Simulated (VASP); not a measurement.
Crystal: Ir.

```
Ir
1.0
     0.00000    1.92829    1.92829
     1.92829    0.00000    1.92829
     1.92829    1.92829    0.00000
Ir
1
Direct
  0.00000 0.00000 0.00000
```

Base run:

* Program: VASP 6.6.1
* Functional: r2SCAN
* Potentials or basis: VASP PAW PBE potentials, release 64 (Ir)
* Cutoff: 520 eV
* k mesh: 12 × 12 × 12
* Occupations: fermi-dirac, width 0.05 eV
* Spin: no spin polarisation

Its results: pressure -1.6 GPa.

**Question.** The run is repeated on the same cell with these changes: functional from r2SCAN to r2SCANh; k mesh from 12 × 12 × 12 to 6 × 6 × 6. What comes out?

**Answer.** Pressure -4.6 GPa.

Several settings changed at once, so the effect can't be laid on one alone.

Caveats: some runs use coarse meshes; the PAW data sets were made with another functional, which shifts forces and pressure a little.
